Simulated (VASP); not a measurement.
A run of VASP 6.6.1 is set up as follows.

Contents of POSCAR:

```
W
1.0
    0.0000000000      2.1820103441      1.7019680684
    2.1820103441      0.0000000000      1.7019680684
    2.1820103441      2.1820103441      0.0000000000
W
1
Direct
    0.0000000000      0.0000000000      0.0000000000
```

Contents of INCAR.step1:

```
SYSTEM = W
ALGO = Normal
EDIFF = 1E-4
ENCUT = 520
GGA = PE
ISMEAR = 0
LASPH = .TRUE.
LCHARG = .FALSE.
LREAL = .FALSE.
LWAVE = .TRUE.
NBANDS = 13
NELM = 100
PREC = Accurate
SIGMA = 0.15
```

File INCAR.step2:

```
SYSTEM = W
ALGO = Normal
EDIFF = 1E-7
ENCUT = 520
ISIF = 2
ISMEAR = 0
ISTART = 1
LASPH = .TRUE.
LCHARG = .FALSE.
LMIXTAU = .TRUE.
LREAL = .FALSE.
LWAVE = .FALSE.
METAGGA = R2SCAN
NBANDS = 13
NELM = 100
PREC = Accurate
SIGMA = 0.15
```

KPOINTS

```
k-points
0
G
  28 28 28
  0 0 0
```

Potentials or basis: VASP PAW PBE potentials, release 64 (W_sv).

Run with:

```bash
$ cat potpaw_PBE.64/W_sv/POTCAR > POTCAR
$ cp INCAR.step1 INCAR
$ mpirun -np 1 vasp_std > vasp.out
$ cp INCAR.step2 INCAR
$ mpirun -np 1 vasp_std > vasp.out
```

Predict the pressure.

-3.2 GPa.

Estimate the band gap on the k mesh.

zero (band 7 reaches 15.93 eV, above the bottom of band 8 at 10.00 eV).

Stress tensor (GPa, compression positive):
```
  5.86   0.00   0.00
  0.00   5.86   0.00
  0.00   0.00 -21.37
```

Caveat: the PAW data sets were made with another functional, which shifts forces and pressure a little; spin-orbit coupling is left out, which moves the levels of the heavy elements.
